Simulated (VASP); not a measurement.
AlIn2As2P, 6 atoms in the cell. The structure is tetragonal, space group P4/mmm (No. 123). The conventional cell has a = 5.229 Å, b = 5.229 Å, c = 5.839 Å, α = 90.00°, β = 90.00°, γ = 90.00°. Within 2.7 Å of Al (site symmetry 4/mmm) lie 2 In at 1.93 Å and 4 As at 2.61 Å. In (site symmetry 4mm) has 1 Al at 1.93 Å and 1 In at 1.99 Å within 2.6 Å. P (site symmetry 4/mmm) has 8 In at 3.83 Å and 8 As at 3.92 Å and 8 Al at 4.71 Å within 5.0 Å. As (site symmetry mmm) has 2 Al at 2.61 Å and 4 In at 3.25 Å within 3.4 Å. The cell was generated, and may not be a known phase.

| Item | Value |
| --- | --- |
| Program | VASP 6.6.1 |
| Task | relaxation of cell and atoms |
| Functional | PBE |
| Potentials or basis | VASP PAW PBE potentials, release 64 (Al, In_d, P, As) |
| Cutoff | 600 eV |
| k mesh | 4 × 4 × 4 |
| Occupations | gaussian, width 0.1 eV |
| Spin | no spin polarisation |
| Dipole correction | no |
| Further INCAR settings | ALGO = Normal; EDIFF = 1e-07; IBRION = 2; EDIFFG = -0.04; NSW = 90; ISIF = 3 |

Potentials or basis: VASP PAW PBE potentials, release 64 (Al, In_d, P, As).

The run is started by

```bash
$ cat potpaw_PBE.64/Al/POTCAR potpaw_PBE.64/In_d/POTCAR potpaw_PBE.64/P/POTCAR potpaw_PBE.64/As/POTCAR > POTCAR
$ mpirun -np 1 vasp_std > vasp.out
```

Hardware: 1 thread of Intel Xeon 6975P-C, with other jobs on the host.

Q: How long does it take, and how much memory?

A: Run time: 29 min on 1 thread of Intel Xeon 6975P-C (shared host), peak memory 0.36 GiB. Counts: scf iterations 253, k points 18, ion steps 20.
